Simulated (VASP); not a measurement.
## LiH: relaxation of cell and atoms with PBE

LiH:

```
CELL_PARAMETERS angstrom
0.00000 2.70893 2.70893
2.70893 0.00000 2.70893
2.70893 2.70893 0.00000
ATOMIC_POSITIONS crystal
Li 0.00000 0.00000 0.00000
H 0.75000 0.75000 0.75000
```

This cell differs from its parent crystal: atoms taken out.

```
Program                : VASP 6.6.1
Task                   : relaxation of cell and atoms
Functional             : PBE
Potentials or basis    : VASP PAW PBE potentials, release 64 (Li_sv, H)
Cutoff                 : 600 eV
k mesh                 : 6 × 6 × 6
Occupations            : gaussian, width 0.1 eV
Spin                   : no spin polarisation
Dipole correction      : no
Further INCAR settings : ALGO = Normal; EDIFF = 1e-07; IBRION = 2; EDIFFG = -0.04; NSW = 90; ISIF = 3
```

* Relaxed volume: 9.74 Å³/atom
* Relaxed cell: a = 3.021 Å, b = 3.021 Å, c = 3.021 Å, α = 60.00°, β = 60.00°, γ = 60.00°
* Space group after relaxing (to 0.1 Å): F-43m (No. 216)
* Energy gained by relaxing: 310.8 meV/atom
* Ionic steps: 6
* Pressure after relaxing: 0.3 GPa
* Band gap on the k mesh: 4.31 eV (least direct gap 5.30 eV)

Step by step:
| step | energy change (eV) | largest force (eV/Å) | pressure (GPa) | volume (Å³) |
| --- | --- | --- | --- | --- |
| 1 | 0.0000 | 0.0000 | -6.11 | 39.76 |
| 2 | -0.1616 | 0.0000 | -6.18 | 35.55 |
| 3 | -0.5421 | 0.0000 | -4.30 | 24.74 |
| 4 | 0.3610 | 0.0000 | 53.84 | 10.15 |
| 5 | -0.6055 | 0.0000 | -2.32 | 21.77 |
| 6 | -0.6215 | 0.0000 | 0.27 | 19.49 |

Final structure:
```
CELL_PARAMETERS angstrom
0.00000 2.13585 2.13585
2.13585 0.00000 2.13585
2.13585 2.13585 0.00000
ATOMIC_POSITIONS crystal
Li 0.00000 0.00000 0.00000
H 0.75000 0.75000 0.75000
```

Levels at points of the mesh, in eV from the valence-band top:
```tsv
k point	band 1	band 2	band 3	band 4	band 5	band 6
(0.00, 0.00, 0.00)	-43.23	-3.64	13.28	17.49	17.49	17.49
(0.50, 0.00, 0.00)	-43.20	-0.99	4.31	15.26	15.26	16.28
(0.50, 0.50, 0.00)	-43.19	-0.26	7.31	10.11	10.89	10.89
```

Run time: 37 s on 1 thread of AMD EPYC 7R13, with other jobs on the host, peak memory 0.14 GiB.

Caveat: the cell differs from its parent crystal (atoms taken out); the cutoff is under 1.25 times the usual one of these potentials, so pressure, stress and relaxed cells hold a basis-set (Pulay) error; the volume moved by over 15 % at a fixed basis, so the end points are rough. A k mesh can miss the band edges.
